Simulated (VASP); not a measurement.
# MgS (Fm-3m) in VASP: a series of runs, part 2 of 2

VASP 6.6.1. The steps go on from the part before.

## 3. Relaxation of cell and atoms, PBEsol, target pressure 2 GPa, at which the enthalpy is minimised

Input file INCAR:

```
PREC = Accurate
ENCUT = 600
EDIFF = 1E-6
ISMEAR = 0
SIGMA = 0.01
LREAL = False
LASPH = True
NELM = 100
ALGO = Normal
ISIF = 3
LWAVE = False
LCHARG = False
GGA = PS
IBRION = 2
NSW = 100
EDIFFG = -0.002
PSTRESS = 20.0
```

Input file KPOINTS:

```
Automatic mesh
0
Gamma
  8 8 8
```

Input file POSCAR:

```
MgS
1.0
    0.0000000000      2.5909606437      2.5909606437
    2.5909606437      0.0000000000      2.5909606437
    2.5909606437      2.5909606437      0.0000000000
Mg S
1 1
Direct
    0.0000000000      0.0000000000      0.0000000000
    0.5000000000      0.5000000000      0.5000000000
```

Potentials or basis: VASP PAW PBE potentials, release 64 (Mg, S).

The run is started by

```
> cat potpaw_PBE.64/Mg/POTCAR potpaw_PBE.64/S/POTCAR > POTCAR
> mpirun -np 1 vasp_std > vasp.out
```

OUTCAR:

```text
PREC = Accurate
   ENCUT = 600
   EDIFF = 1E-6
   ISMEAR = 0
   LREAL = False
   LASPH = True
   NELM = 100
   ISIF = 3
   GGA = PS
   IBRION = 2
   NSW = 100
   EDIFFG = -0.002
   PSTRESS = 20.0

 ion  position               nearest neighbor table
   1  0.000  0.000  0.000-   2 2.59   2 2.59   2 2.59   2 2.59   2 2.59   2 2.59
   2  0.500  0.500  0.500-   1 2.59   1 2.59   1 2.59   1 2.59   1 2.59   1 2.59

  LATTYP: Found a face centered cubic cell.
 ALAT       =     5.1819212874

  Lattice vectors:

 A1 = (   0.0000000000,   2.5909606437,   2.5909606437)
 A2 = (   2.5909606437,   0.0000000000,   2.5909606437)
 A3 = (   2.5909606437,   2.5909606437,   0.0000000000)

Analysis of symmetry for initial positions (statically):
=====================================================================
 Subroutine PRICEL returns:
 Original cell was already a primitive cell.

 Routine SETGRP: Setting up the symmetry group for a
 face centered cubic supercell.

 Subroutine GETGRP returns: Found 48 space group operations
 (whereof 48 operations were pure point group operations)
 out of a pool of 48 trial point group operations.

The static configuration has the point symmetry O_h .

Analysis of symmetry for dynamics (positions and initial velocities):
=====================================================================
 Subroutine PRICEL returns:
 Original cell was already a primitive cell.

 Routine SETGRP: Setting up the symmetry group for a
 face centered cubic supercell.

 Subroutine GETGRP returns: Found 48 space group operations
 (whereof 48 operations were pure point group operations)
 out of a pool of 48 trial point group operations.

The dynamic configuration has the point symmetry O_h .

 Subroutine INISYM returns: Found 48 space group operations
 (whereof 48 operations are pure point group operations),
 and found     1 'primitive' translations

----------------------------------------------------------------------------------------

                                     Primitive cell

  volume of cell :      34.7866

  direct lattice vectors                    reciprocal lattice vectors
     0.000000000  2.590960644  2.590960644    -0.192978616  0.192978616  0.192978616
     2.590960644  0.000000000  2.590960644     0.192978616 -0.192978616  0.192978616
     2.590960644  2.590960644  0.000000000     0.192978616  0.192978616 -0.192978616

  length of vectors
     3.664171682  3.664171682  3.664171682     0.334248768  0.334248768  0.334248768

  position of ions in fractional coordinates (direct lattice)
     0.000000000  0.000000000  0.000000000
     0.500000000  0.500000000  0.500000000

  ion indices of the primitive-cell ions
   primitive index   ion index
                 1           1
                 2           2

----------------------------------------------------------------------------------------

 KPOINTS: Automatic mesh

Automatic generation of k-mesh.
 Grid dimensions read from file:
 generate k-points for:    8    8    8

 Generating k-lattice:

  Cartesian coordinates                     Fractional coordinates (reciprocal lattice)
    -0.024122327  0.024122327  0.024122327     0.125000000  0.000000000  0.000000000
     0.024122327 -0.024122327  0.024122327     0.000000000  0.125000000  0.000000000
     0.024122327  0.024122327 -0.024122327     0.000000000  0.000000000  0.125000000

  Length of vectors
     0.041781096  0.041781096  0.041781096

  Shift w.r.t. Gamma in fractional coordinates (k-lattice)
     0.000000000  0.000000000  0.000000000

 Subroutine IBZKPT returns following result:
 ===========================================

 Found     29 irreducible k-points:

 Following reciprocal coordinates:
            Coordinates               Weight
  0.000000  0.000000  0.000000      1.000000
  0.125000  0.000000  0.000000      8.000000
  0.250000  0.000000  0.000000      8.000000
  0.375000  0.000000  0.000000      8.000000
  0.500000  0.000000  0.000000      4.000000
  0.125000  0.125000  0.000000      6.000000
[... 16 lines left out ...]
  0.500000  0.250000  0.125000     48.000000
 -0.375000  0.250000  0.125000     24.000000
 [... further k-points ...]
   k-points           NKPTS =     29   k-points in BZ     NKDIM =     29   number of bands    NBANDS=      8
   number of dos      NEDOS =    301   number of ions     NIONS =      2
   total plane-waves  NPLWV =  27000
   dimension x,y,z NGX =    30 NGY =   30 NGZ =   30
   dimension x,y,z NGXF=    60 NGYF=   60 NGZF=   60
   ions per type =               1   1
   NGX,Y,Z   is equivalent  to a cutoff of  13.61, 13.61, 13.61 a.u.
   NGXF,Y,Z  is equivalent  to a cutoff of  27.22, 27.22, 27.22 a.u.
 SYSTEM =  unknown system
   PREC   = accura    normal or accurate (medium, high low for compatibility)
   ISTART =      0    job   : 0-new  1-cont  2-samecut
   ICHARG =      2    charge: 1-file 2-atom 10-const
   ISPIN  =      1    spin polarized calculation?
   LNONCOLLINEAR =      F non collinear calculations
   LSORBIT =      F    spin-orbit coupling
   LASPH  =      T    aspherical Exc in radial PAW
   ENCUT  =  600.0 eV  44.10 Ry    6.64 a.u.   7.32  7.32  7.32*2*pi/ulx,y,z
   NELM   =    100;   NELMIN=  2; NELMDL= -5     # of ELM steps
   EDIFF  = 0.1E-05   stopping-criterion for ELM
   LREAL  =      F    real-space projection
   EDIFFG = -.2E-02   stopping-criterion for IOM
   NSW    =    100    number of steps for IOM
   IBRION =      2    ionic relax: 0-MD 1-quasi-New 2-CG
   NFREE  =      1    steps in history (QN), initial steepest desc. (CG)
   ISIF   =      3    stress and relaxation
   ISYM   =      2    0-nonsym 1-usesym 2-fastsym
   POTIM  = 0.5000    time-step for ionic-motion
   TEBEG  =    0.0;   TEEND  =   0.0 temperature during run
   PSTRESS=   20.0 pullay stress
   NELECT =       8.0000    total number of electrons
   NUPDOWN=      -1.0000    fix difference up-down
   EMIN   =  10.00;   EMAX   =-10.00  energy-range for DOS
   EFERMI =   0.00;   METHOD = LEGACY
   ISMEAR =     0;   SIGMA  =   0.01  broadening in eV -4-tet -1-fermi 0-gaus
   EFERMI_NEDOS =   21; number of points for ismear=-14 and -15
   IALGO  =     38    algorithm
   IMIX   =      4    mixing-type and parameters
     AMIX     =   0.40;   BMIX     =  1.00
     AMIX_MAG =   1.60;   BMIX_MAG =  1.00
  volume/ion in A,a.u.               =      17.39       117.38
  Fermi-wavevector in a.u.,A,eV,Ry     =   1.002999  1.895394 13.687567  1.006008
  Thomas-Fermi vector in A             =   2.135523
   LORBIT       =      0    0 simple, 1 ext, 2 COOP (PROOUT), +10 PAW based schemes
   GGA     = PS    functional components
   LHFCALC =     F    Hartree Fock is set to
   AEXX    =    0.0000 exact exchange contribution
   IVDW    =     0    specifies the selected vdW correction
   LEPSILON=     F    determine dielectric tensor
   LRPA    =     F    only Hartree local field effects (RPA)
 conjugate gradient relaxation of ions
 non-spin polarized calculation
 Gauss-broadening in eV      SIGMA  =   0.01
  energy-cutoff  :      600.00
  volume of cell :       34.79
 maximum number of plane-waves:      1211
 NGX is ok and might be reduce to    30
   NGX = 15   NGY = 15   NGZ = 15

--------------------------------------- Ionic step        1  -------------------------------------------

 number of electron       8.0000000 magnetization

 Free energy of the ion-electron system (eV)
  ---------------------------------------------------
  ext. energy  EPLUGINS =         0.00000000
  ---------------------------------------------------
  free energy    TOTEN  =        -9.07550445 eV

  energy without entropy =       -9.07550445  energy(sigma->0) =       -9.07550445

------------------------ aborting loop because EDIFF is reached ----------------------------------------

  FORCE on cell =-STRESS in cart. coord.  units (eV):
  Direction    XX          YY          ZZ          XY          YZ          ZX
  --------------------------------------------------------------------------------------
  -------------------------------------------------------------------------------------
  Total       -0.0370958     -0.0370958     -0.0370958      0.0000000      0.0000000     -0.0000000
  in kB       -1.7085327     -1.7085327     -1.7085327      0.0000000      0.0000000     -0.0000000
  external PRESSURE =     -21.7085327 kB  Pullay stress =      20.0000000 kB
[... 25 lines left out ...]
--------------------------------------- Ionic step        2  -------------------------------------------

 number of electron       8.0000001 magnetization

 E-fermi :   4.2061     XC(G=0): -10.0311

 val. band max:        4.1027644801   @ k =   0.0000   0.0000   0.0000
 cond. band min:       6.9024797265   @ k =   0.5000   0.5000   0.0000
 fundamental gap:      2.7997152464
 Fermi energy:         4.2061416980

 k-point     1 :       0.0000    0.0000    0.0000
  band No.  band energies     occupation
      1      -8.8571      2.00000
      2       4.1028      2.00000
      3       4.1028      2.00000
      4       4.1028      2.00000
      5       8.0713      0.00000
      6      11.9230      0.00000
      7      11.9230      0.00000
      8      11.9230      0.00000
[... 290 lines left out ...]
--------------------------------------- Ionic step        3  -------------------------------------------

 number of electron       8.0000001 magnetization

 Free energy of the ion-electron system (eV)
  ---------------------------------------------------
  ext. energy  EPLUGINS =         0.00000000
  ---------------------------------------------------
  free energy    TOTEN  =        -9.07049760 eV

  energy without entropy =       -9.07049760  energy(sigma->0) =       -9.07049760

 E-fermi :   4.1435     XC(G=0):  -9.9972

 val. band max:        4.0271872772   @ k =   0.0000   0.0000   0.0000
 cond. band min:       6.8103991907   @ k =   0.5000   0.5000   0.0000
 fundamental gap:      2.7832119135
 Fermi energy:         4.1435217893

 k-point     1 :       0.0000    0.0000    0.0000
  band No.  band energies     occupation
      1      -8.8833      2.00000
      2       4.0272      2.00000
      3       4.0272      2.00000
      4       4.0272      2.00000
      5       7.9289      0.00000
      6      11.8539      0.00000
      7      11.8539      0.00000
      8      11.8539      0.00000
[... 286 lines left out ...]
  energy  without entropy=       -9.0704976004  energy(sigma->0) =       -9.07049760

  enthalpy is  TOTEN    =        -8.6474930144 eV   P V=        0.4230045860

 reached required accuracy - stopping structural energy minimisation
```

OSZICAR:

```text
N       E                     dE             d eps       ncg     rms          rms(c)
DAV:   1     0.213319990227E+02    0.21332E+02   -0.41123E+03   496   0.915E+02
DAV:   2    -0.836850926612E+01   -0.29701E+02   -0.28559E+02   632   0.104E+02
DAV:   3    -0.943787954946E+01   -0.10694E+01   -0.10694E+01   536   0.261E+01
[... 21 lines left out ...]
DAV:   2    -0.907069297031E+01    0.16198E-02   -0.46653E-03   472   0.374E-01    0.105E-01
DAV:   3    -0.907051013252E+01    0.18284E-03   -0.99378E-04   536   0.178E-01    0.670E-02
DAV:   4    -0.907050636941E+01    0.37631E-05   -0.70361E-06   528   0.237E-02    0.574E-02
DAV:   5    -0.907049724696E+01    0.91225E-05   -0.39296E-06   512   0.155E-02    0.795E-03
DAV:   6    -0.907049760036E+01   -0.35340E-06   -0.61489E-08   256   0.229E-03
   3 F= -.86474930E+01 E0= -.86474930E+01  d E =-.623059E-02
```

CONTCAR:

```text
MgS
   1.00000000000000
     0.0000000000000000    2.5684151458708500    2.5684151458708500
     2.5684151458708500    0.0000000000000000    2.5684151458708500
     2.5684151458708500    2.5684151458708500   -0.0000000000000000
  Mg              S
     1     1
Direct
     0.0000000000000000    0.0000000000000000    0.0000000000000000
     0.5000000000000000    0.5000000000000000    0.5000000000000000

  0.00000000E+00  0.00000000E+00  0.00000000E+00
  0.00000000E+00  0.00000000E+00  0.00000000E+00
```

Wall time 24 s (1 thread of Intel Xeon Platinum 8259CL at 2.50GHz (Skylake/Cascade Lake), shared host); peak memory 0.18 GiB.

What came out:

| Quantity | Value |
| --- | --- |
| Free energy | -9.0705 eV |
| Relaxed volume | 16.94 Å³/atom |
| Relaxed cell | a = 3.632 Å, b = 3.632 Å, c = 3.632 Å, α = 60.00°, β = 60.00°, γ = 60.00° |
| Space group after relaxing (to 0.05 Å) | Fm-3m (No. 225) |
| Energy change on relaxing (the enthalpy is what falls) | +2.5 meV/atom |
| Ionic steps | 3 |
| Pressure after relaxing | 2.0 GPa |
| Band gap on the k mesh | 2.78 eV, indirect (least direct gap 3.90 eV) |

Step by step:
| step | energy change (eV) | largest force (eV/Å) | pressure (GPa) | volume (Å³) |
| --- | --- | --- | --- | --- |
| 1 | 0.0000 | 0.0000 | -0.17 | 34.79 |
| 2 | 0.0090 | 0.0000 | 2.72 | 33.61 |
| 3 | 0.0050 | 0.0000 | 2.00 | 33.89 |

Final structure:
```yaml
crystal:
  lattice:
    - [0.00000, 2.56842, 2.56842]
    - [2.56842, 0.00000, 2.56842]
    - [2.56842, 2.56842, 0.00000]
  atoms:
    - { symbol: Mg, position: [0.00000, 0.00000, 0.00000] }
    - { symbol: S, position: [0.50000, 0.50000, 0.50000] }
```

Caveat: the cell is relaxed towards a set pressure, so the enthalpy falls and the energy may rise; the PAW data sets were made with another functional, which shifts forces and pressure a little. Expect the measured gap to be larger: semilocal functionals such as PBEsol lack the derivative discontinuity.

## 4. Relaxation of cell and atoms, PBEsol, target pressure 4 GPa, at which the enthalpy is minimised

Input file INCAR:

```
SYSTEM = MgS
  ALGO = Normal
  EDIFF = 1E-6
  EDIFFG = -0.002
  ENCUT = 600
  GGA = PS
  IBRION = 2
  ISIF = 3
  ISMEAR = 0
  LASPH = .TRUE.
  LCHARG = .FALSE.
  LREAL = .FALSE.
  LWAVE = .FALSE.
  NELM = 100
  NSW = 100
  PREC = Accurate
  PSTRESS = 40.0
  SIGMA = 0.01
```

Input file KPOINTS:

```
k-points
0
G
  8 8 8
  0 0 0
```

POSCAR is that of step 3.

The run is started by

```
> cat potpaw_PBE.64/Mg/POTCAR potpaw_PBE.64/S/POTCAR > POTCAR
> mpirun -np 1 vasp_std > vasp.out
```

Run time: 24 s. Hardware: 1 thread of Intel Xeon Platinum 8259CL at 2.50GHz (Skylake/Cascade Lake), shared host; peak memory 0.17 GiB.

The run converged. Its results:

- Free energy: -9.0568 eV
- Relaxed volume: 16.57 Å³/atom
- Relaxed cell: a = 3.606 Å, b = 3.606 Å, c = 3.606 Å, α = 60.00°, β = 60.00°, γ = 60.00°
- Space group after relaxing (to 0.05 Å): Fm-3m (No. 225)
- Energy change on relaxing (the enthalpy is what falls): +9.4 meV/atom
- Ionic steps: 3
- Pressure after relaxing: 4.0 GPa
- Band gap on the k mesh: 2.83 eV, indirect (least direct gap 4.08 eV)

Step by step:
```
step  energy change (eV)  largest force (eV/Å)  pressure (GPa)  volume (Å³)
   1              0.0000                0.0000           -0.17        34.79
   2              0.0368                0.0000            5.80        32.56
   3              0.0187                0.0000            4.00        33.15
```

Final structure:
```
CELL_PARAMETERS angstrom
0.00000 2.54967 2.54967
2.54967 0.00000 2.54967
2.54967 2.54967 0.00000
ATOMIC_POSITIONS crystal
Mg 0.00000 0.00000 0.00000
S 0.50000 0.50000 0.50000
```

Levels at points of the mesh, in eV from the valence-band top:
```csv
k point,band 1,band 2,band 3,band 4,band 5,band 6,band 7,band 8
"(0.00, 0.00, 0.00)",-13.05,0.00,0.00,0.00,4.08,7.81,7.81,7.81
"(0.50, 0.00, 0.00)",-11.56,-5.23,-0.67,-0.67,4.49,6.89,6.89,10.72
"(0.50, 0.50, 0.00)",-11.13,-4.59,-1.85,-1.85,2.83,4.05,12.48,12.99
```

Caveat: the cell is relaxed towards a set pressure, so the enthalpy falls and the energy may rise; the PAW data sets were made with another functional, which shifts forces and pressure a little. A k mesh can miss the band edges.

## 5. Relaxation of cell and atoms, PBEsol, target pressure 7 GPa, at which the enthalpy is minimised

Input file INCAR:

```
SYSTEM = MgS
PREC = Accurate
ENCUT = 600
EDIFF = 1E-6
ISMEAR = 0
SIGMA = 0.01
LREAL = .False.
LASPH = .True.
NELM = 60
ALGO = Normal
ISIF = 3
LWAVE = .False.
LCHARG = .False.
GGA = PS
IBRION = 2
NSW = 100
EDIFFG = -0.002
PSTRESS = 70.0
```

Input file KPOINTS:

```
regular mesh
0
Gamma
  8 8 8
  0 0 0
```

POSCAR is that of step 4.

The run is started by

```
> cat potpaw_PBE.64/Mg/POTCAR potpaw_PBE.64/S/POTCAR > POTCAR
> mpirun -np 1 vasp_std > vasp.out
```

Run time: 25 s. Hardware: 1 thread of Intel Xeon Platinum 8259CL at 2.50GHz (Skylake/Cascade Lake), shared host; peak memory 0.18 GiB.

The run converged. Its results:

| Quantity | Value |
| --- | --- |
| Free energy | -9.0237 eV |
| Relaxed volume | 16.09 Å³/atom |
| Relaxed cell | a = 3.570 Å, b = 3.570 Å, c = 3.570 Å, α = 60.00°, β = 60.00°, γ = 60.00° |
| Space group after relaxing (to 0.05 Å) | Fm-3m (No. 225) |
| Energy change on relaxing (the enthalpy is what falls) | +25.9 meV/atom |
| Ionic steps | 3 |
| Pressure after relaxing | 7.0 GPa |
| Band gap on the k mesh | 2.89 eV, indirect (least direct gap 4.34 eV) |

The path:
| step | energy change (eV) | largest force (eV/Å) | pressure (GPa) | volume (Å³) |
| --- | --- | --- | --- | --- |
| 1 | 0.0000 | 0.0000 | -0.17 | 34.79 |
| 2 | 0.1177 | 0.0000 | 11.23 | 31.01 |
| 3 | 0.0518 | 0.0000 | 6.99 | 32.18 |

Final structure:
```
Mg S
1.0
     0.00000    2.52453    2.52453
     2.52453    0.00000    2.52453
     2.52453    2.52453    0.00000
Mg S
1 1
Direct
  0.00000 0.00000 0.00000
  0.50000 0.50000 0.50000
```

Levels at points of the mesh, in eV from the valence-band top:
```tsv
k point	band 2	band 3	band 4	band 5	band 6	band 7
(0.00, 0.00, 0.00)	0.00	0.00	0.00	4.34	7.78	7.78
(0.50, 0.00, 0.00)	-5.40	-0.71	-0.71	4.52	6.92	6.92
(0.50, 0.50, 0.00)	-4.76	-1.92	-1.92	2.89	3.94	12.78
```

Caveat: the cell is relaxed towards a set pressure, so the enthalpy falls and the energy may rise; the PAW data sets were made with another functional, which shifts forces and pressure a little. A k mesh can miss the band edges.

## 6. Relaxation of cell and atoms, PBEsol, target pressure 10 GPa, at which the enthalpy is minimised

Input file INCAR:

```
SYSTEM = MgS
PREC = Accurate
ENCUT = 600
EDIFF = 1E-7
ISMEAR = 0
SIGMA = 0.01
LREAL = .False.
LASPH = .True.
NELM = 80
ALGO = Normal
ISIF = 3
LWAVE = .False.
LCHARG = .False.
GGA = PS
IBRION = 2
NSW = 100
EDIFFG = -0.002
PSTRESS = 100.0
```

KPOINTS is that of step 5.

POSCAR is that of step 5.

Potentials or basis: VASP PAW PBE potentials, release 64 (Mg, S).

The run is started by

```
> cat potpaw_PBE.64/Mg/POTCAR potpaw_PBE.64/S/POTCAR > POTCAR
> mpirun -np 1 vasp_std > vasp.out
```

It took 46 s on 1 thread of Intel Xeon Platinum 8259CL at 2.50GHz (Skylake/Cascade Lake), shared host; peak memory 0.18 GiB.

It converged, with:

* Free energy: -8.9788 eV
* Relaxed volume: 15.66 Å³/atom
* Relaxed cell: a = 3.539 Å, b = 3.539 Å, c = 3.539 Å, α = 60.00°, β = 60.00°, γ = 60.00°
* Space group after relaxing (to 0.05 Å): Fm-3m (No. 225)
* Energy change on relaxing (the enthalpy is what falls): +48.4 meV/atom
* Ionic steps: 6
* Pressure after relaxing: 10.0 GPa
* Band gap on the k mesh: 2.94 eV, indirect (least direct gap 4.58 eV)

The path:
```tsv
step	energy change (eV)	largest force (eV/Å)	pressure (GPa)	volume (Å³)
1	0.0000	0.0000	-0.17	34.79
2	0.2519	0.0000	17.85	29.52
3	0.0961	0.0000	9.96	31.34
4	0.1003	0.0000	10.22	31.27
5	0.0947	0.0000	9.88	31.36
6	0.0968	0.0000	10.00	31.33
```

Final structure:
```
CELL_PARAMETERS angstrom
0.00000 2.50210 2.50210
2.50210 0.00000 2.50210
2.50210 2.50210 0.00000
ATOMIC_POSITIONS crystal
Mg 0.00000 0.00000 0.00000
S 0.50000 0.50000 0.50000
```

Levels at points of the mesh, in eV from the valence-band top:
| k point | band 1 | band 2 | band 3 | band 4 | band 5 | band 6 | band 7 | band 8 |
| --- | --- | --- | --- | --- | --- | --- | --- | --- |
| (0.00, 0.00, 0.00) | -13.41 | 0.00 | 0.00 | 0.00 | 4.58 | 7.75 | 7.75 | 7.75 |
| (0.50, 0.00, 0.00) | -11.76 | -5.56 | -0.75 | -0.75 | 4.56 | 6.94 | 6.94 | 11.30 |
| (0.50, 0.50, 0.00) | -11.28 | -4.92 | -1.99 | -1.99 | 2.94 | 3.84 | 13.06 | 13.15 |

Caveat: the cell is relaxed towards a set pressure, so the enthalpy falls and the energy may rise; the PAW data sets were made with another functional, which shifts forces and pressure a little. PBEsol gaps usually lie below the measured ones, often by a third to a half.

## 7. The runs side by side

| cell | gap on the mesh (eV) | pressure (GPa) |
| --- | --- | --- |
| relaxed to 1 GPa | 2.76 | 1.0 |
| relaxed to 2 GPa | 2.78 | 2.0 |
| relaxed to 4 GPa | 2.83 | 4.0 |
| relaxed to 7 GPa | 2.89 | 7.0 |
| relaxed to 10 GPa | 2.94 | 10.0 |

Alike in all rows: task relaxation of cell and atoms; level PBEsol; potentials or basis VASP PAW PBE potentials, release 64 (Mg, S); no spin polarisation; k mesh 8 × 8 × 8; cutoff (eV) 600; smearing gaussian 0.01 eV.

Caveats: the cell is relaxed towards a set pressure, so the enthalpy falls and the energy may rise; the PAW data sets were made with another functional, which shifts forces and pressure a little.

Absolute energies hang on the potentials; compare differences alone.
